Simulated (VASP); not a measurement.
# Rh (P6_3/mmc) in VASP: further runs

Runs on Rh. Level: PBE+D3(BJ). Tasks: single point, relaxation of cell and atoms.

Program: VASP 6.6.1. These are calculated values, not measurements. Logs are shortened: lines on timing, memory, paths and dates and some standing lists are left out, and cuts for length are marked.

## 1. The cell of the first run

Symmetry: P6_3/mmc, No. 194, hexagonal system. Conventional cell: a = 2.698 Å, b = 2.698 Å, c = 4.345 Å, α = 90.00°, β = 90.00°, γ = 120.00°. Rh (site symmetry -6m2) has 12 Rh at 2.67 to 2.70 Å within 3.5 Å.

## 2. Single point, PBE+D3(BJ)

Contents of INCAR:

```
ALGO     = Normal         # electronic algorithm
EDIFF    = 1E-6           # SCF threshold, eV
ENCUT    = 520            # plane-wave cutoff, eV
GGA      = PE             # functional
ISIF     = 2              # what is computed and relaxed
ISMEAR   = 0              # smearing method
IVDW     = 12             # dispersion correction
LASPH    = T              # aspherical terms in the spheres
LCHARG   = F              # write CHGCAR
LREAL    = F              # projectors in reciprocal space
LWAVE    = F              # write WAVECAR
NBANDS   = 22             # bands
NELM     = 100            # most SCF steps
PREC     = Accurate       # precision mode
SIGMA    = 0.1            # smearing width, eV
```

Contents of KPOINTS:

```
k-points
0
Gamma
  18 18 10
```

Contents of POSCAR:

```
Rh
1.0
    2.6979725756      0.0000000000      0.0000000000
   -1.3489862878      2.3365127892      0.0000000000
    0.0000000000      0.0000000000      4.3451795205
Rh
2
Direct
    0.3333333333      0.6666666667      0.2500000000
    0.6666666667      0.3333333333      0.7500000000
```

Potentials or basis: VASP PAW PBE potentials, release 64 (Rh_pv).

Command:

```sh
$ cat potpaw_PBE.64/Rh_pv/POTCAR > POTCAR
$ mpirun -np 1 vasp_std > vasp.out
```

OUTCAR:

```text
EDIFF = 1E-6
   ENCUT = 520
   GGA = PE
   ISIF = 2
   ISMEAR = 0
   IVDW = 12
   LASPH = T
   LREAL = F
   NELM = 100
   PREC = Accurate
 IVDW          = 12

 ion  position               nearest neighbor table
   1  0.333  0.667  0.250-   2 2.67   2 2.67   2 2.67   2 2.67   2 2.67   2 2.67
   2  0.667  0.333  0.750-   1 2.67   1 2.67   1 2.67   1 2.67   1 2.67   1 2.67

  LATTYP: Found a hexagonal cell.
 ALAT       =     2.6979725756
 C/A-ratio  =     1.6105350958

  Lattice vectors:

 A1 = (   2.6979725756,   0.0000000000,   0.0000000000)
 A2 = (  -1.3489862878,   2.3365127892,   0.0000000000)
 A3 = (   0.0000000000,   0.0000000000,   4.3451795205)

Analysis of symmetry for initial positions (statically):
=====================================================================
 Subroutine PRICEL returns:
 Original cell was already a primitive cell.

 Routine SETGRP: Setting up the symmetry group for a
 hexagonal supercell.

 Subroutine GETGRP returns: Found 24 space group operations
 (whereof 12 operations were pure point group operations)
 out of a pool of 24 trial point group operations.

The static configuration has the point symmetry D_3d.
 The point group associated with its full space group is D_6h.

Analysis of symmetry for dynamics (positions and initial velocities):
=====================================================================
 Subroutine PRICEL returns:
 Original cell was already a primitive cell.

 Routine SETGRP: Setting up the symmetry group for a
 hexagonal supercell.

 Subroutine GETGRP returns: Found 24 space group operations
 (whereof 12 operations were pure point group operations)
 out of a pool of 24 trial point group operations.

The dynamic configuration has the point symmetry D_3d.
 The point group associated with its full space group is D_6h.

 Subroutine INISYM returns: Found 24 space group operations
 (whereof 12 operations are pure point group operations),
 and found     1 'primitive' translations

----------------------------------------------------------------------------------------

                                     Primitive cell

  volume of cell :      27.3913

  direct lattice vectors                    reciprocal lattice vectors
     2.697972576  0.000000000  0.000000000     0.370648690  0.213994121  0.000000000
    -1.348986288  2.336512789  0.000000000     0.000000000  0.427988242  0.000000000
     0.000000000  0.000000000  4.345179521     0.000000000  0.000000000  0.230140089

  length of vectors
     2.697972576  2.697972576  4.345179521     0.427988242  0.427988242  0.230140089

  position of ions in fractional coordinates (direct lattice)
     0.333333333  0.666666667  0.250000000
     0.666666667  0.333333333  0.750000000

  ion indices of the primitive-cell ions
   primitive index   ion index
                 1           1
                 2           2

----------------------------------------------------------------------------------------

 KPOINTS: k-points

Automatic generation of k-mesh.
 Grid dimensions read from file:
 generate k-points for:   18   18   10

 Generating k-lattice:

  Cartesian coordinates                     Fractional coordinates (reciprocal lattice)
     0.020591594  0.011888562  0.000000000     0.055555556  0.000000000  0.000000000
     0.000000000  0.023777125  0.000000000     0.000000000  0.055555556  0.000000000
     0.000000000  0.000000000  0.023014009     0.000000000  0.000000000  0.100000000

  Length of vectors
     0.023777125  0.023777125  0.023014009

  Shift w.r.t. Gamma in fractional coordinates (k-lattice)
     0.000000000  0.000000000  0.000000000

 Subroutine IBZKPT returns following result:
 ===========================================

 Found    222 irreducible k-points:

 Following reciprocal coordinates:
            Coordinates               Weight
  0.000000  0.000000  0.000000      1.000000
  0.055556 -0.000000  0.000000      6.000000
  0.111111 -0.000000  0.000000      6.000000
  0.166667 -0.000000  0.000000      6.000000
  0.222222 -0.000000  0.000000      6.000000
  0.277778 -0.000000  0.000000      6.000000
[... 16 lines left out ...]
  0.333333  0.111111  0.000000     12.000000
  0.388889  0.111111  0.000000     12.000000
 [... further k-points ...]
   k-points           NKPTS =    222   k-points in BZ     NKDIM =    222   number of bands    NBANDS=     22
   number of dos      NEDOS =    301   number of ions     NIONS =      2
   total plane-waves  NPLWV =  12800
   dimension x,y,z NGX =    20 NGY =   20 NGZ =   32
   dimension x,y,z NGXF=    40 NGYF=   40 NGZF=   64
   ions per type =               2
   NGX,Y,Z   is equivalent  to a cutoff of  12.32, 12.32, 12.24 a.u.
   NGXF,Y,Z  is equivalent  to a cutoff of  24.65, 24.65, 24.49 a.u.
 SYSTEM =  unknown system
   PREC   = accura    normal or accurate (medium, high low for compatibility)
   ISTART =      0    job   : 0-new  1-cont  2-samecut
   ICHARG =      2    charge: 1-file 2-atom 10-const
   ISPIN  =      1    spin polarized calculation?
   LNONCOLLINEAR =      F non collinear calculations
   LSORBIT =      F    spin-orbit coupling
   LASPH  =      T    aspherical Exc in radial PAW
   ENCUT  =  520.0 eV  38.22 Ry    6.18 a.u.   5.02  5.02  8.08*2*pi/ulx,y,z
   NELM   =    100;   NELMIN=  2; NELMDL= -5     # of ELM steps
   EDIFF  = 0.1E-05   stopping-criterion for ELM
   LREAL  =      F    real-space projection
   EDIFFG = 0.1E-04   stopping-criterion for IOM
   NSW    =      0    number of steps for IOM
   IBRION =     -1    ionic relax: 0-MD 1-quasi-New 2-CG
   NFREE  =      0    steps in history (QN), initial steepest desc. (CG)
   ISIF   =      2    stress and relaxation
   ISYM   =      2    0-nonsym 1-usesym 2-fastsym
   POTIM  = 0.5000    time-step for ionic-motion
   TEBEG  =    0.0;   TEEND  =   0.0 temperature during run
   PSTRESS=    0.0 pullay stress
   NELECT =      30.0000    total number of electrons
   NUPDOWN=      -1.0000    fix difference up-down
   EMIN   =  10.00;   EMAX   =-10.00  energy-range for DOS
   EFERMI =   0.00;   METHOD = LEGACY
   ISMEAR =     0;   SIGMA  =   0.10  broadening in eV -4-tet -1-fermi 0-gaus
   EFERMI_NEDOS =   21; number of points for ismear=-14 and -15
   IALGO  =     38    algorithm
   IMIX   =      4    mixing-type and parameters
     AMIX     =   0.40;   BMIX     =  1.00
     AMIX_MAG =   1.60;   BMIX_MAG =  1.00
  volume/ion in A,a.u.               =      13.70        92.42
  Fermi-wavevector in a.u.,A,eV,Ry     =   1.687501  3.188915 38.744774  2.847661
  Thomas-Fermi vector in A             =   2.769976
   LORBIT       =      0    0 simple, 1 ext, 2 COOP (PROOUT), +10 PAW based schemes
   GGA     = PE    functional components
   LHFCALC =     F    Hartree Fock is set to
   AEXX    =    0.0000 exact exchange contribution
   IVDW    =    12    specifies the selected vdW correction
   LEPSILON=     F    determine dielectric tensor
   LRPA    =     F    only Hartree local field effects (RPA)
 non-spin polarized calculation
 Gauss-broadening in eV      SIGMA  =   0.10
  energy-cutoff  :      520.00
  volume of cell :       27.39
 maximum number of plane-waves:       764
 NGX is ok and might be reduce to    20
   NGX =  9   NGY =  9   NGZ = 17

 number of electron      30.0000009 magnetization

 Free energy of the ion-electron system (eV)
  ---------------------------------------------------
  ext. energy  EPLUGINS =         0.00000000
  ---------------------------------------------------
  free energy    TOTEN  =       -14.43076037 eV

  energy without entropy =      -14.41472004  energy(sigma->0) =      -14.42274020

 E-fermi :  12.0802     XC(G=0): -14.0554

 val. band max:       12.0786920615   @ k =   0.2222   0.0556   0.4000
 cond. band min:      12.0811321894   @ k =   0.0000   0.0000   0.3000
 fundamental gap:      0.0024401279
 Fermi energy:        12.0802042956

 k-point     1 :       0.0000    0.0000    0.0000
  band No.  band energies     occupation
      1     -35.1735      2.00000
      2     -34.4983      2.00000
      3     -34.4983      2.00000
      4     -34.4060      2.00000
      5     -34.3872      2.00000
      6     -34.3872      2.00000
[... 14 lines left out ...]
     21      30.2609      0.00000
     22      30.8442      0.00000

 k-point     2 :       0.0556   -0.0000    0.0000
  band No.  band energies     occupation
      1     -35.1662      2.00000
      2     -34.5147      2.00000
      3     -34.5037      2.00000
      4     -34.4091      2.00000
      5     -34.4043      2.00000
      6     -34.3898      2.00000
[... 14 lines left out ...]
     21      30.3858      0.00000
     22      30.9470      0.00000

 k-point     3 :       0.1111   -0.0000    0.0000
  band No.  band energies     occupation
      1     -35.1447      2.00000
      2     -34.5618      2.00000
      3     -34.5190      2.00000
      4     -34.4531      2.00000
      5     -34.4185      2.00000
      6     -34.3973      2.00000
[... 14 lines left out ...]
     21      30.7146      0.00000
     22      30.9820      0.00000

 k-point     4 :       0.1667   -0.0000    0.0000
  band No.  band energies     occupation
      1     -35.1104      2.00000
      2     -34.6341      2.00000
      3     -34.5419      2.00000
      4     -34.5268      2.00000
      5     -34.4342      2.00000
      6     -34.4092      2.00000
[... 14 lines left out ...]
     21      30.7652      0.00000
     22      30.9224      0.00000

 k-point     5 :       0.2222   -0.0000    0.0000
  band No.  band energies     occupation
      1     -35.0656      2.00000
      2     -34.7230      2.00000
      3     -34.6155      2.00000
      4     -34.5694      2.00000
      5     -34.4562      2.00000
      6     -34.4243      2.00000
[... 417 lines left out ...]
 k-point    22 :       0.2778    0.1111    0.0000
  band No.  band energies     occupation
      1     -34.9412      2.00000
      2     -34.8973      2.00000
      3     -34.8106      2.00000
      4     -34.6388      2.00000
      5     -34.5270      2.00000
      6     -34.4937      2.00000
[... 14 lines left out ...]
     21      25.5236      0.00000
     22      28.1393      0.00000

 k-point    23 :       0.3333    0.1111    0.0000
  band No.  band energies     occupation
      1     -34.9647      2.00000
      2     -34.8880      2.00000
      3     -34.8598      2.00000
      4     -34.6710      2.00000
      5     -34.5626      2.00000
      6     -34.5101      2.00000
[... 14 lines left out ...]
     21      24.6132      0.00000
     22      27.4461      0.00000

 k-point    24 :       0.3889    0.1111    0.0000
  band No.  band energies     occupation
      1     -35.0086      2.00000
      2     -34.8918      2.00000
      3     -34.8451      2.00000
      4     -34.6918      2.00000
      5     -34.5940      2.00000
      6     -34.5208      2.00000
[... 14 lines left out ...]
     21      23.9756      0.00000
     22      26.8713      0.00000

 [... further k-points ...]

------------------------ aborting loop because EDIFF is reached ----------------------------------------

 Edisp (eV)   -1.29976

 E8    (eV) :    -0.5833

  FORCE on cell =-STRESS in cart. coord.  units (eV):
  Direction    XX          YY          ZZ          XY          YZ          ZX
  --------------------------------------------------------------------------------------
  -------------------------------------------------------------------------------------
  Total      -0.00566    -0.00566     0.00204     0.00000     0.00000     0.00000
  in kB      -0.33088    -0.33088     0.11904     0.00000     0.00000     0.00000
  external pressure =       -0.18 kB  Pullay stress =        0.00 kB

 VOLUME and BASIS-vectors are now :
 -----------------------------------------------------------------------------
  energy-cutoff  :      520.00
  volume of cell :       27.39
      direct lattice vectors                 reciprocal lattice vectors
     2.697972576  0.000000000  0.000000000     0.370648690  0.213994121  0.000000000
    -1.348986288  2.336512789  0.000000000     0.000000000  0.427988242  0.000000000
     0.000000000  0.000000000  4.345179521     0.000000000  0.000000000  0.230140089

 POSITION                                       TOTAL-FORCE (eV/Angst)
 -----------------------------------------------------------------------------------
     -0.00000      1.55768      1.08629        -0.000000     -0.000000      0.000000
      1.34899      0.77884      3.25888         0.000000      0.000000      0.000000
 -----------------------------------------------------------------------------------
    total drift:                               -0.000000      0.000000     -0.000000

  FREE ENERGIE OF THE ION-ELECTRON SYSTEM (eV)
  ---------------------------------------------------
  free  energy   TOTEN  =       -15.7305235714 eV

  energy  without entropy=      -15.7144832440  energy(sigma->0) =      -15.72250341
```

Wall time 31 s (1 thread of Intel Xeon 6975P-C (Granite Rapids), shared host); peak memory 0.22 GiB.

What came out:

| Item | Value |
| --- | --- |
| Free energy | -15.7305 eV |
| Pressure | 0.0 GPa |
| Band gap on the k mesh | zero (band 15 reaches 12.71 eV, above the bottom of band 16 at 10.28 eV) |
| Dispersion energy per atom | -0.650 eV |

Levels at points of the mesh, in eV from the Fermi level:
```csv
k point,band 13,band 14,band 15,band 16,band 17,band 18
"(0.00, 0.00, 0.00)",-2.53,-1.97,-1.97,0.12,0.12,0.75
"(0.50, 0.00, 0.00)",-2.20,0.40,0.63,0.72,3.03,5.15
"(0.00, 0.00, 0.50)",-3.18,-3.18,-0.45,-0.45,-0.45,-0.45
"(0.50, 0.00, 0.50)",-0.33,-0.33,0.59,0.59,2.67,2.67
```

Caveat: pairwise dispersion overbinds metals, which lowers pressure and volume.

(Part 1 of 2 ends here.)
